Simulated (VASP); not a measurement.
Hf:

```xyz
2
Lattice="3.1535 0.0000 0.0000 -1.5767 2.7310 0.0000 0.0000 0.0000 4.9894" Properties=species:S:1:pos:R:3 pbc="T T T"
Hf    1.5767    0.9103    3.7421
Hf    0.0000    1.8207    1.2474
```

Base run:

| Property | Result |
| --- | --- |
| Program | VASP 6.6.1 |
| Functional | LDA |
| Potentials or basis | VASP PAW LDA potentials, release 64 (Hf_pv) |
| Cutoff | 520 eV |
| k mesh | 10 × 10 × 5 |
| Occupations | fermi-dirac, width 0.05 eV |
| Spin | no spin polarisation |

Its results: band gap on the k mesh zero (band 10 reaches 6.20 eV, above the bottom of band 11 at 4.73 eV); pressure -3.7 GPa.

The run is repeated on the same cell with these changes: functional from LDA to PBE; potentials or basis from VASP PAW LDA potentials, release 64 (Hf_pv) to VASP PAW PBE potentials, release 64 (Hf_pv). What comes out?

Band gap on the k mesh zero (band 10 reaches 6.39 eV, above the bottom of band 11 at 4.86 eV); pressure 4.9 GPa.

Caveats: spin-orbit coupling is left out, which moves the levels of the heavy elements.
